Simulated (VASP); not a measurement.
# As6H in VASP: single point with PBE+D3(BJ)

Aim: the single point of As6H with PBE+D3(BJ).

All numbers are computed with VASP 6.6.1; they aren't measurements. Logs are shortened: lines on timing, memory, paths and dates and some standing lists are left out, and cuts for length are marked.

## (1) The cell of the first run

The cell holds a slab with vacuum, 7 atoms: a = 3.783 Å, b = 3.783 Å, c = 27.025 Å, α = 90.00°, β = 90.00°, γ = 120.00°.

## (2) Single point, PBE+D3(BJ)

Input file INCAR:

```
SYSTEM = As6H
ALGO = Normal
DIPOL = 0.5 0.5 0.486
EDIFF = 1E-6
ENCUT = 520
GGA = PE
IDIPOL = 3
ISIF = 2
ISMEAR = 0
IVDW = 12
LASPH = .TRUE.
LCHARG = .TRUE.
LDIPOL = .TRUE.
LELF = .TRUE.
LREAL = .FALSE.
LVACPOTAV = .TRUE.
LVHAR = .TRUE.
LWAVE = .FALSE.
NBANDS = 24
NELM = 100
PREC = Accurate
SIGMA = 0.1
```

Input file KPOINTS:

```
k-points
0
G
  9 9 1
  0 0 0
```

Input file POSCAR:

```
As6H
1.0
    3.7828824949      0.0000000000      0.0000000000
   -1.8914412475      3.2760723401      0.0000000000
    0.0000000000      0.0000000000     27.0246822174
As H
6 1
Direct
    0.3333333334      0.6666666667      0.3145272877
    0.6666666667      0.3333333333      0.3621548853
    0.0000000000      0.0000000000      0.4391829909
    0.3231093217      0.6462186434      0.4882225588
    0.6973470187      0.3946940374      0.5576358491
   -0.0000701815     -0.0001403630      0.6112347642
    0.4406546064      0.8813092128      0.6308481813
```

Potentials or basis: VASP PAW PBE potentials, release 64 (As, H).

The run is started by

```sh
$ cat potpaw_PBE.64/As/POTCAR potpaw_PBE.64/H/POTCAR > POTCAR
$ mpirun -np 1 vasp_std > vasp.out
```

OUTCAR:

```text
SYSTEM = As6H
   EDIFF = 1E-6
   ENCUT = 520
   GGA = PE
   ISIF = 2
   ISMEAR = 0
   IVDW = 12
   LASPH = .TRUE.
   LREAL = .FALSE.
   NELM = 100
   PREC = Accurate
 IVDW          = 12

 ion  position               nearest neighbor table
   1  0.333  0.667  0.315-   2 2.54   2 2.54   2 2.54
   2  0.667  0.333  0.362-   1 2.54   1 2.54   1 2.54
   3  0.000  0.000  0.439-   4 2.50   4 2.58   4 2.58
   4  0.323  0.646  0.488-   3 2.50   3 2.58   3 2.58   5 2.79   5 2.79
   5  0.697  0.395  0.558-   6 2.46   6 2.71   6 2.71   4 2.79   4 2.79
   6  1.000  1.000  0.611-   5 2.46   5 2.71   5 2.71
   7  0.441  0.881  0.631-

  LATTYP: Found a hexagonal cell.
 ALAT       =     3.7828824949
 C/A-ratio  =     7.1439391136

  Lattice vectors:

 A1 = (   3.7828824949,   0.0000000000,   0.0000000000)
 A2 = (  -1.8914412475,   3.2760723401,   0.0000000000)
 A3 = (   0.0000000000,   0.0000000000,  27.0246822174)

Analysis of symmetry for initial positions (statically):
=====================================================================
 Subroutine PRICEL returns:
 Original cell was already a primitive cell.

 Routine SETGRP: Setting up the symmetry group for a
 hexagonal supercell.

 Subroutine GETGRP returns: Found  2 space group operations
 (whereof  2 operations were pure point group operations)
 out of a pool of 24 trial point group operations.

The static configuration has the point symmetry C_1h.

Analysis of symmetry for dynamics (positions and initial velocities):
=====================================================================
 Subroutine PRICEL returns:
 Original cell was already a primitive cell.

 Routine SETGRP: Setting up the symmetry group for a
 hexagonal supercell.

 Subroutine GETGRP returns: Found  2 space group operations
 (whereof  2 operations were pure point group operations)
 out of a pool of 24 trial point group operations.

The dynamic configuration has the point symmetry C_1h.

 Subroutine INISYM returns: Found  2 space group operations
 (whereof  2 operations are pure point group operations),
 and found     1 'primitive' translations

----------------------------------------------------------------------------------------

                                     Primitive cell

  volume of cell :     334.9168

  direct lattice vectors                    reciprocal lattice vectors
     3.782882495  0.000000000  0.000000000     0.264348682  0.152621782  0.000000000
    -1.891441247  3.276072340  0.000000000     0.000000000  0.305243565  0.000000000
     0.000000000  0.000000000 27.024682217     0.000000000  0.000000000  0.037003210

  length of vectors
     3.782882495  3.782882495 27.024682217     0.305243565  0.305243565  0.037003210

  position of ions in fractional coordinates (direct lattice)
     0.333333333  0.666666667  0.314527288
     0.666666667  0.333333333  0.362154885
     0.000000000  0.000000000  0.439182991
     0.323109322  0.646218643  0.488222559
     0.697347019  0.394694037  0.557635849
     0.999929819  0.999859637  0.611234764
     0.440654606  0.881309213  0.630848181

  ion indices of the primitive-cell ions
   primitive index   ion index
                 1           1
                 2           2
                 3           3
                 4           4
                 5           5
                 6           6
                 7           7

----------------------------------------------------------------------------------------

 KPOINTS: k-points

Automatic generation of k-mesh.
 Grid dimensions read from file:
 generate k-points for:    9    9    1

 Generating k-lattice:

  Cartesian coordinates                     Fractional coordinates (reciprocal lattice)
     0.029372076  0.016957976  0.000000000     0.111111111  0.000000000  0.000000000
     0.000000000  0.033915952  0.000000000     0.000000000  0.111111111  0.000000000
     0.000000000  0.000000000  0.037003210     0.000000000  0.000000000  1.000000000

  Length of vectors
     0.033915952  0.033915952  0.037003210

  Shift w.r.t. Gamma in fractional coordinates (k-lattice)
     0.000000000  0.000000000  0.000000000

 Subroutine IBZKPT returns following result:
 ===========================================

 Found     25 irreducible k-points:

 Following reciprocal coordinates:
            Coordinates               Weight
  0.000000  0.000000  0.000000      1.000000
  0.111111  0.000000  0.000000      4.000000
  0.000000  0.111111  0.000000      2.000000
  0.222222 -0.000000  0.000000      4.000000
  0.000000  0.222222  0.000000      2.000000
  0.333333  0.000000  0.000000      4.000000
[... 16 lines left out ...]
 -0.222222 -0.444444  0.000000      4.000000
  0.444444  0.333333  0.000000      4.000000
   k-points           NKPTS =     25   k-points in BZ     NKDIM =     25   number of bands    NBANDS=     24
   number of dos      NEDOS =    301   number of ions     NIONS =      7
   total plane-waves  NPLWV = 164640
   dimension x,y,z NGX =    28 NGY =   28 NGZ =  210
   dimension x,y,z NGXF=    56 NGYF=   56 NGZF=  420
   ions per type =               6   1
   NGX,Y,Z   is equivalent  to a cutoff of  12.31, 12.31, 12.92 a.u.
   NGXF,Y,Z  is equivalent  to a cutoff of  24.61, 24.61, 25.84 a.u.
 SYSTEM =  As6H
   PREC   = accura    normal or accurate (medium, high low for compatibility)
   ISTART =      0    job   : 0-new  1-cont  2-samecut
   ICHARG =      2    charge: 1-file 2-atom 10-const
   ISPIN  =      1    spin polarized calculation?
   LNONCOLLINEAR =      F non collinear calculations
   LSORBIT =      F    spin-orbit coupling
   LASPH  =      T    aspherical Exc in radial PAW
   ENCUT  =  520.0 eV  38.22 Ry    6.18 a.u.   7.03  7.03 50.25*2*pi/ulx,y,z
   NELM   =    100;   NELMIN=  2; NELMDL= -5     # of ELM steps
   EDIFF  = 0.1E-05   stopping-criterion for ELM
   LREAL  =      F    real-space projection
   EDIFFG = 0.1E-04   stopping-criterion for IOM
   NSW    =      0    number of steps for IOM
   IBRION =     -1    ionic relax: 0-MD 1-quasi-New 2-CG
   NFREE  =      0    steps in history (QN), initial steepest desc. (CG)
   ISIF   =      2    stress and relaxation
   ISYM   =      2    0-nonsym 1-usesym 2-fastsym
   POTIM  = 0.5000    time-step for ionic-motion
   TEBEG  =    0.0;   TEEND  =   0.0 temperature during run
   PSTRESS=    0.0 pullay stress
   NELECT =      31.0000    total number of electrons
   NUPDOWN=      -1.0000    fix difference up-down
   EMIN   =  10.00;   EMAX   =-10.00  energy-range for DOS
   EFERMI =   0.00;   METHOD = LEGACY
   ISMEAR =     0;   SIGMA  =   0.10  broadening in eV -4-tet -1-fermi 0-gaus
   EFERMI_NEDOS =   21; number of points for ismear=-14 and -15
   IALGO  =     38    algorithm
   IMIX   =      4    mixing-type and parameters
     AMIX     =   0.40;   BMIX     =  1.00
     AMIX_MAG =   1.60;   BMIX_MAG =  1.00
  volume/ion in A,a.u.               =      47.85       322.88
  Fermi-wavevector in a.u.,A,eV,Ry     =   0.740542  1.399422  7.461470  0.548403
  Thomas-Fermi vector in A             =   1.834969
   LORBIT       =      0    0 simple, 1 ext, 2 COOP (PROOUT), +10 PAW based schemes
   GGA     = PE    functional components
   LHFCALC =     F    Hartree Fock is set to
   AEXX    =    0.0000 exact exchange contribution
   IVDW    =    12    specifies the selected vdW correction
   LEPSILON=     F    determine dielectric tensor
   LRPA    =     F    only Hartree local field effects (RPA)
 non-spin polarized calculation
 Gauss-broadening in eV      SIGMA  =   0.10
  energy-cutoff  :      520.00
  volume of cell :      334.92
 maximum number of plane-waves:      9073
   NGX = 15   NGY = 15   NGZ =101

 dipolmoment           0.000000      0.000000     -0.176776 electrons x Angstroem

 number of electron      30.9999998 magnetization

 dipolmoment           0.000000      0.000000      0.002406 electrons x Angstroem

 Free energy of the ion-electron system (eV)
  ---------------------------------------------------
  ext. energy  EPLUGINS =         0.00000000
  ---------------------------------------------------
  free energy    TOTEN  =       -29.95544142 eV

  energy without entropy =      -29.94951038  energy(sigma->0) =      -29.95247590

 E-fermi :  -0.8198     XC(G=0):  -4.4318

 val. band max:       -0.8764089788   @ k =  -0.1111   0.3333   0.0000
 cond. band min:      -0.7370011414   @ k =  -0.2222  -0.4444   0.0000
 fundamental gap:      0.1394078374
 Fermi energy:        -0.8198270971

 k-point     1 :       0.0000    0.0000    0.0000
  band No.  band energies     occupation
      1     -15.5412      2.00000
      2     -14.8700      2.00000
      3     -14.1099      2.00000
      4     -10.6915      2.00000
      5      -8.9135      2.00000
      6      -7.0810      2.00000
[... 16 lines left out ...]
     23       2.0231      0.00000
     24       2.1241      0.00000

 k-point     2 :       0.1111    0.0000    0.0000
  band No.  band energies     occupation
      1     -15.3906      2.00000
      2     -14.7248      2.00000
      3     -13.9746      2.00000
      4     -10.6060      2.00000
      5      -8.9297      2.00000
      6      -7.3666      2.00000
[... 16 lines left out ...]
     23       2.2588      0.00000
     24       2.6042      0.00000

 k-point     3 :       0.0000    0.1111    0.0000
  band No.  band energies     occupation
      1     -15.3897      2.00000
      2     -14.7243      2.00000
      3     -13.9687      2.00000
      4     -10.6412      2.00000
      5      -8.9467      2.00000
      6      -7.3768      2.00000
[... 16 lines left out ...]
     23       2.3868      0.00000
     24       2.7244      0.00000
[... 514 lines left out ...]
 k-point    23 :      -0.2222   -0.4444    0.0000
  band No.  band energies     occupation
      1     -12.8868      2.00000
      2     -12.4815      2.00000
      3     -11.9476      2.00000
      4     -11.5826      2.00000
      5     -11.0433      2.00000
      6     -10.8586      2.00000
[... 16 lines left out ...]
     23       4.0566      0.00000
     24       4.3216      0.00000

 k-point    24 :       0.4444    0.3333    0.0000
  band No.  band energies     occupation
      1     -12.9156      2.00000
      2     -12.5042      2.00000
      3     -12.3319      2.00000
      4     -11.2575      2.00000
      5     -10.9033      2.00000
      6     -10.4693      2.00000
[... 16 lines left out ...]
     23       4.2123      0.00000
     24       4.5438      0.00000

 [... further k-points ...]

------------------------ aborting loop because EDIFF is reached ----------------------------------------

 Edisp (eV)   -2.14620

 E8    (eV) :    -0.9270

  FORCE on cell =-STRESS in cart. coord.  units (eV):
  Direction    XX          YY          ZZ          XY          YZ          ZX
  --------------------------------------------------------------------------------------
  -------------------------------------------------------------------------------------
  Total      -3.79440    -0.47862     0.56229     0.00000     0.02387    -0.00000
  in kB     -18.15169    -2.28960     2.68990     0.00000     0.11418    -0.00000
  external pressure =       -5.92 kB  Pullay stress =        0.00 kB

 VOLUME and BASIS-vectors are now :
 -----------------------------------------------------------------------------
  energy-cutoff  :      520.00
  volume of cell :      334.92
      direct lattice vectors                 reciprocal lattice vectors
     3.782882495  0.000000000  0.000000000     0.264348682  0.152621782  0.000000000
    -1.891441247  3.276072340  0.000000000     0.000000000  0.305243565  0.000000000
     0.000000000  0.000000000 27.024682217     0.000000000  0.000000000  0.037003210

 POSITION                                       TOTAL-FORCE (eV/Angst)
 -----------------------------------------------------------------------------------
      0.00000      2.18405      8.50000        -0.000000      0.126530     -0.311173
      1.89144      1.09202      9.78712         0.000000     -0.192024      0.278514
      0.00000      0.00000     11.86878        -0.000000      0.049918     -0.009227
     -0.00000      2.11706     13.19406        -0.000000      0.018116      0.037560
      1.89144      1.29305     15.06993         0.000000     -0.027212     -0.032625
      1.89144      3.27561     16.51843        -0.000000      0.026813      0.035880
     -0.00000      2.88723     17.04847         0.000000     -0.002141      0.001071
 -----------------------------------------------------------------------------------
    total drift:                               -0.000000     -0.000050      0.000070

  FREE ENERGIE OF THE ION-ELECTRON SYSTEM (eV)
  ---------------------------------------------------
  free  energy   TOTEN  =       -32.1016433037 eV

  energy  without entropy=      -32.0957122667  energy(sigma->0) =      -32.09867779

 vacuum level on the upper side and lower side of the slab         3.862         3.827
```

Run time: 9.2 min. Hardware: 1 thread of AMD EPYC 7R43 (Zen 3), shared host; peak memory 0.42 GiB.

Results:

| Item | Value |
| --- | --- |
| Free energy | -32.1016 eV |
| Largest force | 0.338 eV/Å |
| Band gap on the k mesh | zero (an odd number of electrons rules out a gap without spin polarisation) |
| Dispersion energy per atom | -0.307 eV |

Forces on the atoms (eV/Å):
```
As   0.000  0.127 -0.311
As   0.000 -0.192  0.279
As   0.000  0.050 -0.009
As   0.000  0.018  0.038
As   0.000 -0.027 -0.033
As   0.000  0.027  0.036
H    0.000 -0.002  0.001
```

Levels at points of the mesh, in eV from the Fermi level:
| k point | band 13 | band 14 | band 15 | band 16 | band 17 | band 18 | band 19 | band 20 |
| --- | --- | --- | --- | --- | --- | --- | --- | --- |
| (0.00, 0.00, 0.00) | -1.10 | -0.65 | -0.42 | -0.15 | 0.49 | 1.14 | 1.52 | 1.78 |
